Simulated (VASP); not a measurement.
# Sr (P6/mmm) in VASP: a series of runs

The runs below take Sr through single point, with r2SCAN.

All numbers are computed with VASP 6.6.1; they aren't measurements. Logs are shortened: lines on timing, memory, paths and dates and some standing lists are left out, and cuts for length are marked.

## 1. The cell of the first run

Symmetry: P6/mmm, No. 191, hexagonal system. Conventional cell: a = 11.018 Å, b = 11.018 Å, c = 4.500 Å, α = 90.00°, β = 90.00°, γ = 120.00°. Within 5.9 Å of Sr (site symmetry 6/mmm) lie 2 Sr at 4.50 Å.

## 2. Single point, r2SCAN (strained)

Input file POSCAR:

```
Sr
1.0
   11.0183953297      0.0000000000      0.0000000000
   -5.5091976649      9.5422102644      0.0000000000
    0.0000000000      0.0000000000      4.4998077020
Sr
1
Direct
    0.0000000000      0.0000000000      0.0000000000
```

Input file INCAR.step1:

```
SYSTEM = Sr
PREC = Accurate ; ENCUT = 520
ISMEAR = 0 ; SIGMA = 0.05
LREAL = .FALSE. ; LASPH = .TRUE.
NELM = 100 ; NBANDS = 11
GGA = PE ; ALGO = Normal
EDIFF = 1E-4 ; LWAVE = .TRUE.
LCHARG = .FALSE.
```

Input file INCAR.step2:

```
SYSTEM = Sr
PREC = Accurate ; ENCUT = 520
EDIFF = 1E-7 ; ISMEAR = 0
SIGMA = 0.05 ; LREAL = .FALSE.
LASPH = .TRUE. ; NELM = 100
ALGO = Normal ; ISIF = 2
LWAVE = .FALSE. ; LCHARG = .TRUE.
METAGGA = R2SCAN ; LMIXTAU = .TRUE.
LELF = .TRUE. ; LVHAR = .TRUE.
NBANDS = 11 ; ISTART = 1
```

Input file KPOINTS:

```
Automatic mesh
0
G
  6 6 8
  0 0 0
```

Potentials or basis: VASP PAW PBE potentials, release 64 (Sr_sv).

Launch:

```console
> cat potpaw_PBE.64/Sr_sv/POTCAR > POTCAR
> cp INCAR.step1 INCAR
> mpirun -np 1 vasp_std > vasp.out
> cp INCAR.step2 INCAR
> mpirun -np 1 vasp_std > vasp.out
```

OUTCAR:

```text
SYSTEM = Sr
   PREC = Accurate
   ENCUT = 520
   EDIFF = 1E-7
   ISMEAR = 0
   LREAL = .FALSE.
   LASPH = .TRUE.
   NELM = 100
   ISIF = 2
   METAGGA = R2SCAN
   ISTART = 1

 ion  position               nearest neighbor table
   1  0.000  0.000  0.000-

  LATTYP: Found a hexagonal cell.
 ALAT       =    11.0183953297
 C/A-ratio  =     0.4083904750

  Lattice vectors:

 A1 = (  11.0183953297,   0.0000000000,   0.0000000000)
 A2 = (  -5.5091976649,   9.5422102644,   0.0000000000)
 A3 = (   0.0000000000,   0.0000000000,   4.4998077020)

Analysis of symmetry for initial positions (statically):
=====================================================================
 Subroutine PRICEL returns:
 Original cell was already a primitive cell.

 Routine SETGRP: Setting up the symmetry group for a
 hexagonal supercell.

 Subroutine GETGRP returns: Found 24 space group operations
 (whereof 24 operations were pure point group operations)
 out of a pool of 24 trial point group operations.

The static configuration has the point symmetry D_6h.

Analysis of symmetry for dynamics (positions and initial velocities):
=====================================================================
 Subroutine PRICEL returns:
 Original cell was already a primitive cell.

 Routine SETGRP: Setting up the symmetry group for a
 hexagonal supercell.

 Subroutine GETGRP returns: Found 24 space group operations
 (whereof 24 operations were pure point group operations)
 out of a pool of 24 trial point group operations.

The dynamic configuration has the point symmetry D_6h.

 Subroutine INISYM returns: Found 24 space group operations
 (whereof 24 operations are pure point group operations),
 and found     1 'primitive' translations

----------------------------------------------------------------------------------------

                                     Primitive cell

  volume of cell :     473.1091

  direct lattice vectors                    reciprocal lattice vectors
    11.018395330  0.000000000  0.000000000     0.090757317  0.052398762  0.000000000
    -5.509197665  9.542210264  0.000000000     0.000000000  0.104797523  0.000000000
     0.000000000  0.000000000  4.499807702     0.000000000  0.000000000  0.222231719

  length of vectors
    11.018395330 11.018395330  4.499807702     0.104797523  0.104797523  0.222231719

  position of ions in fractional coordinates (direct lattice)
     0.000000000  0.000000000  0.000000000

  ion indices of the primitive-cell ions
   primitive index   ion index
                 1           1

----------------------------------------------------------------------------------------

 KPOINTS: Automatic mesh

Automatic generation of k-mesh.
 Grid dimensions read from file:
 generate k-points for:    6    6    8

 Generating k-lattice:

  Cartesian coordinates                     Fractional coordinates (reciprocal lattice)
     0.015126220  0.008733127  0.000000000     0.166666667 -0.000000000  0.000000000
     0.000000000  0.017466254  0.000000000     0.000000000  0.166666667  0.000000000
     0.000000000  0.000000000  0.027778965     0.000000000  0.000000000  0.125000000

  Length of vectors
     0.017466254  0.017466254  0.027778965

  Shift w.r.t. Gamma in fractional coordinates (k-lattice)
     0.000000000  0.000000000  0.000000000

 Subroutine IBZKPT returns following result:
 ===========================================

 Found     35 irreducible k-points:

 Following reciprocal coordinates:
            Coordinates               Weight
  0.000000  0.000000  0.000000      1.000000
  0.166667  0.000000  0.000000      6.000000
  0.333333  0.000000  0.000000      6.000000
  0.500000  0.000000  0.000000      3.000000
  0.166667  0.166667  0.000000      6.000000
  0.333333  0.166667  0.000000     12.000000
[... 16 lines left out ...]
  0.166667  0.000000  0.375000     12.000000
  0.333333  0.000000  0.375000     12.000000
 [... further k-points ...]
   k-points           NKPTS =     35   k-points in BZ     NKDIM =     35   number of bands    NBANDS=     11
   number of dos      NEDOS =    301   number of ions     NIONS =      1
   total plane-waves  NPLWV = 254016
   dimension x,y,z NGX =    84 NGY =   84 NGZ =   36
   dimension x,y,z NGXF=   168 NGYF=  168 NGZF=   72
   ions per type =               1
   NGX,Y,Z   is equivalent  to a cutoff of  12.67, 12.67, 13.30 a.u.
   NGXF,Y,Z  is equivalent  to a cutoff of  25.35, 25.35, 26.60 a.u.
 SYSTEM =  Sr
   PREC   = accura    normal or accurate (medium, high low for compatibility)
   ISTART =      1    job   : 0-new  1-cont  2-samecut
   ICHARG =      0    charge: 1-file 2-atom 10-const
   ISPIN  =      1    spin polarized calculation?
   LNONCOLLINEAR =      F non collinear calculations
   LSORBIT =      F    spin-orbit coupling
   LASPH  =      T    aspherical Exc in radial PAW
   ENCUT  =  520.0 eV  38.22 Ry    6.18 a.u.  20.49 20.49  8.37*2*pi/ulx,y,z
   NELM   =    100;   NELMIN=  2; NELMDL=  0     # of ELM steps
   EDIFF  = 0.1E-06   stopping-criterion for ELM
   LREAL  =      F    real-space projection
   EDIFFG = 0.1E-05   stopping-criterion for IOM
   NSW    =      0    number of steps for IOM
   IBRION =     -1    ionic relax: 0-MD 1-quasi-New 2-CG
   NFREE  =      0    steps in history (QN), initial steepest desc. (CG)
   ISIF   =      2    stress and relaxation
   ISYM   =      2    0-nonsym 1-usesym 2-fastsym
   POTIM  = 0.5000    time-step for ionic-motion
   TEBEG  =    0.0;   TEEND  =   0.0 temperature during run
   PSTRESS=    0.0 pullay stress
   NELECT =      10.0000    total number of electrons
   NUPDOWN=      -1.0000    fix difference up-down
   EMIN   =  10.00;   EMAX   =-10.00  energy-range for DOS
   EFERMI =   0.00;   METHOD = LEGACY
   ISMEAR =     0;   SIGMA  =   0.05  broadening in eV -4-tet -1-fermi 0-gaus
   EFERMI_NEDOS =   21; number of points for ismear=-14 and -15
   IALGO  =     38    algorithm
   IMIX   =      4    mixing-type and parameters
     AMIX     =   0.40;   BMIX     =  1.00
     AMIX_MAG =   1.60;   BMIX_MAG =  1.00
  volume/ion in A,a.u.               =     473.11      3192.70
  Fermi-wavevector in a.u.,A,eV,Ry     =   0.452642  0.855368  2.787621  0.204884
  Thomas-Fermi vector in A             =   1.434601
   LORBIT       =      0    0 simple, 1 ext, 2 COOP (PROOUT), +10 PAW based schemes
   METAGGA = R2SCAN    functional components
   LHFCALC =     F    Hartree Fock is set to
   AEXX    =    0.0000 exact exchange contribution
   IVDW    =     0    specifies the selected vdW correction
   LEPSILON=     F    determine dielectric tensor
   LRPA    =     F    only Hartree local field effects (RPA)
 non-spin polarized calculation
 Gauss-broadening in eV      SIGMA  =   0.05
  energy-cutoff  :      520.00
  volume of cell :      473.11
 maximum number of plane-waves:     12791
 NGX is ok and might be reduce to    84
   NGX = 41   NGY = 41   NGZ = 17

 number of electron      10.0000000 magnetization

 Free energy of the ion-electron system (eV)
  ---------------------------------------------------
  ext. energy  EPLUGINS =         0.00000000
  ---------------------------------------------------
  free energy    TOTEN  =       -13.55004429 eV

  energy without entropy =      -13.54979285  energy(sigma->0) =      -13.54991857

 E-fermi :  -1.4739     XC(G=0):  -2.0616

 val. band max:       -1.5598826698   @ k =   0.3333   0.3333   0.5000
 cond. band min:      -1.3889788785   @ k =   0.0000   0.0000   0.5000
 fundamental gap:      0.1709037913
 Fermi energy:        -1.4739017533

 k-point     1 :       0.0000    0.0000    0.0000
  band No.  band energies     occupation
      1     -41.4255      2.00000
      2     -22.7682      2.00000
      3     -22.7682      2.00000
      4     -22.6098      2.00000
      5      -3.7673      2.00000
      6      -1.0340      0.00000
      7      -1.0340      0.00000
      8      -0.9057      0.00000
      9      -0.4809      0.00000
     10      -0.4809      0.00000
     11       0.7873      0.00000

 k-point     2 :       0.1667    0.0000    0.0000
  band No.  band energies     occupation
      1     -41.4255      2.00000
      2     -22.7682      2.00000
      3     -22.7682      2.00000
      4     -22.6098      2.00000
      5      -3.7654      2.00000
      6      -1.0855      0.00000
      7      -1.0436      0.00000
      8      -0.8775      0.00000
      9      -0.4838      0.00000
     10      -0.4672      0.00000
     11       0.8682      0.00000

 k-point     3 :       0.3333    0.0000    0.0000
  band No.  band energies     occupation
      1     -41.4255      2.00000
      2     -22.7682      2.00000
      3     -22.7682      2.00000
      4     -22.6098      2.00000
      5      -3.7614      2.00000
      6      -1.1579      0.00000
      7      -1.0614      0.00000
      8      -0.8499      0.00000
      9      -0.4898      0.00000
     10      -0.4411      0.00000
     11       0.9277      0.00000

 k-point     4 :       0.5000    0.0000    0.0000
  band No.  band energies     occupation
      1     -41.4255      2.00000
      2     -22.7682      2.00000
      3     -22.7682      2.00000
      4     -22.6098      2.00000
      5      -3.7594      2.00000
      6      -1.1878      0.00000
      7      -1.0698      0.00000
      8      -0.8416      0.00000
      9      -0.4929      0.00000
     10      -0.4285      0.00000
     11       0.9276      0.00000
[... 239 lines left out ...]
 k-point    22 :       0.0000    0.0000    0.3750
  band No.  band energies     occupation
      1     -41.4236      2.00000
      2     -22.7637      2.00000
      3     -22.7637      2.00000
      4     -22.6594      2.00000
      5      -2.3623      2.00000
      6      -0.9509      0.00000
      7      -0.9509      0.00000
      8      -0.7607      0.00000
      9      -0.0132      0.00000
     10      -0.0132      0.00000
     11       0.7640      0.00000

 k-point    23 :       0.1667    0.0000    0.3750
  band No.  band energies     occupation
      1     -41.4236      2.00000
      2     -22.7637      2.00000
      3     -22.7637      2.00000
      4     -22.6594      2.00000
      5      -2.3593      2.00000
      6      -0.9576      0.00000
      7      -0.9524      0.00000
      8      -0.7579      0.00000
      9      -0.0143      0.00000
     10      -0.0082      0.00000
     11       0.7028      0.00000

 k-point    24 :       0.3333    0.0000    0.3750
  band No.  band energies     occupation
      1     -41.4236      2.00000
      2     -22.7637      2.00000
      3     -22.7637      2.00000
      4     -22.6594      2.00000
      5      -2.3532      2.00000
      6      -0.9710      0.00000
      7      -0.9555      0.00000
      8      -0.7524      0.00000
      9      -0.0163      0.00000
     10       0.0020      0.00000
     11       0.6075      0.00000

 [... further k-points ...]
[... 5 lines left out ...]
  --------------------------------------------------------------------------------------
  -------------------------------------------------------------------------------------
  Total       -0.0053898     -0.0053898      0.2132606      0.0000000     -0.0000000     -0.0000000
  in kB       -0.0182525     -0.0182525      0.7222040      0.0000000     -0.0000000     -0.0000000
  external PRESSURE =       0.2285663 kB  Pullay stress =       0.0000000 kB

 VOLUME and BASIS-vectors are now :
 -----------------------------------------------------------------------------
  energy-cutoff  :      520.00
  volume of cell :      473.11
      direct lattice vectors                 reciprocal lattice vectors
    11.018395330  0.000000000  0.000000000     0.090757317  0.052398762  0.000000000
    -5.509197665  9.542210264  0.000000000     0.000000000  0.104797523  0.000000000
     0.000000000  0.000000000  4.499807702     0.000000000  0.000000000  0.222231719

 POSITION                                       TOTAL-FORCE (eV/Angst)
 -----------------------------------------------------------------------------------
      0.00000      0.00000      0.00000        -0.000000      0.000000      0.000000
 -----------------------------------------------------------------------------------
    total drift:                               -0.000000     -0.000000      0.000000

  FREE ENERGIE OF THE ION-ELECTRON SYSTEM (eV)
  ---------------------------------------------------
  free  energy   TOTEN  =       -13.5500442932 eV

  energy  without entropy=      -13.5497928495  energy(sigma->0) =      -13.54991857
```

Wall time 12 min (1 thread of Intel Xeon 6975P-C (Granite Rapids), shared host); peak memory 0.72 GiB.

What came out:

- Free energy: -13.5500 eV
- Pressure: 0.0 GPa
- Band gap on the k mesh: 0.17 eV, indirect (least direct gap 0.18 eV)

Caveat: the cell differs from its parent crystal (strained); the PAW data sets were made with another functional, which shifts forces and pressure a little. A k mesh can miss the band edges.

## 3. Single point, r2SCAN (strained)

Input file POSCAR:

```
Sr
1.0
   11.0417989815      0.0000000000      0.0000000000
   -5.5208994908      9.5624784214      0.0000000000
    0.0000000000      0.0000000000      4.8408080636
Sr
1
Direct
    0.0000000000      0.0000000000      0.0000000000
```

Input file INCAR.step1:

```
PREC     = Accurate       # precision mode
ENCUT    = 520            # plane-wave cutoff, eV
ISMEAR   = 0              # smearing method
SIGMA    = 0.05           # smearing width, eV
LREAL    = False          # projectors in reciprocal space
LASPH    = True           # aspherical terms in the spheres
NELM     = 100            # most SCF steps
NBANDS   = 11             # bands
GGA      = PE             # functional
ALGO     = Normal         # electronic algorithm
EDIFF    = 1E-4           # SCF threshold, eV
LWAVE    = True           # write WAVECAR
LCHARG   = False          # write CHGCAR
```

Input file INCAR.step2:

```
PREC     = Accurate       # precision mode
ENCUT    = 520            # plane-wave cutoff, eV
EDIFF    = 1E-7           # SCF threshold, eV
ISMEAR   = 0              # smearing method
SIGMA    = 0.05           # smearing width, eV
LREAL    = False          # projectors in reciprocal space
LASPH    = True           # aspherical terms in the spheres
NELM     = 100            # most SCF steps
ALGO     = Normal         # electronic algorithm
ISIF     = 2              # what is computed and relaxed
LWAVE    = False          # write WAVECAR
LCHARG   = True           # write CHGCAR
METAGGA  = R2SCAN         # meta-GGA
LMIXTAU  = True         
LELF     = True           # ELF
LVHAR    = True         
NBANDS   = 11             # bands
ISTART   = 1
```

Input file KPOINTS:

```
Automatic mesh
0
Gamma
  6 6 8
```

Potentials or basis: VASP PAW PBE potentials, release 64 (Sr_sv).

Launch:

```console
> cat potpaw_PBE.64/Sr_sv/POTCAR > POTCAR
> cp INCAR.step1 INCAR
> mpirun -np 1 vasp_std > vasp.out
> cp INCAR.step2 INCAR
> mpirun -np 1 vasp_std > vasp.out
```

Wall time 11 min (1 thread of Intel Xeon 6975P-C (Granite Rapids), shared host); peak memory 0.73 GiB.

The run converged. Its results:

```yaml
Free_energy: -13.5380 eV
Pressure: -0.1 GPa
Band_gap_on_the_k_mesh: 0.37 eV, indirect (least direct gap 0.38 eV)
```

Stress tensor (GPa, compression positive):
```
 0.00  0.00  0.00
 0.00  0.00  0.00
 0.00  0.00 -0.15
```

Levels at points of the mesh, in eV from the valence-band top:
| k point | band 3 | band 4 | band 5 | band 6 | band 7 | band 8 |
| --- | --- | --- | --- | --- | --- | --- |
| (0.00, 0.00, 0.00) | -21.07 | -20.95 | -1.80 | 0.87 | 0.87 | 0.99 |
| (0.50, 0.00, 0.00) | -21.07 | -20.95 | -1.79 | 0.71 | 0.83 | 1.05 |
| (0.00, 0.00, 0.50) | -21.07 | -20.98 | -0.02 | 0.37 | 0.96 | 0.96 |
| (0.50, 0.00, 0.50) | -21.07 | -20.98 | 0.00 | 0.38 | 0.94 | 0.95 |

Caveat: the cell differs from its parent crystal (strained); the PAW data sets were made with another functional, which shifts forces and pressure a little.
